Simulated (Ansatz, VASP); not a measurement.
**Two plane-wave programs on SbTePd**

```xyz
12
Lattice="6.4627 0.0000 0.0000 0.0000 6.4627 0.0000 0.0000 0.0000 6.4627" Properties=species:S:1:pos:R:3 pbc="T T T"
Pd    6.4499    6.4499    6.4499
Pd    3.2441    0.0128    3.2186
Pd    3.2186    3.2441    0.0128
Pd    0.0128    3.2186    3.2441
Sb    4.0527    4.0527    4.0527
Sb    5.6414    2.4100    0.8213
Sb    0.8213    5.6414    2.4100
Sb    2.4100    0.8213    5.6414
Te    2.4092    2.4092    2.4092
Te    0.8222    4.0535    5.6405
Te    5.6405    0.8222    4.0535
Te    4.0535    5.6405    0.8222
```

Alike in both runs: task single point; functional r2SCAN; k mesh 5 × 5 × 5; no spin polarisation.

|  | VASP | Ansatz |
| --- | --- | --- |
| version | VASP 6.6.1 | Ansatz 0.2.0 |
| potentials or method | VASP PAW PBE potentials, release 64 (Pd, Sb, Te), cutoff 520 eV | PAW plane waves |
| occupations | fermi-dirac, width 0.1 eV | fermi-dirac |
| valence electrons in the cell | 84 | 196 |

|  | VASP | Ansatz | Ansatz less VASP |
| --- | --- | --- | --- |
| pressure (GPa) | 6.7 | 6.8 | +0.05 |
| rms of the force components (eV/Å) | 0.190 | 0.190 | -0.0001 |

VASP's potentials were made for PBE, not for r2SCAN. Atom by atom the forces differ by 0.011 eV/Å (rms over components). VASP's potentials hold 84 valence electrons a cell and Ansatz's 196, so a difference there can come from the potentials and not from the codes.

Spin-orbit coupling is off throughout.
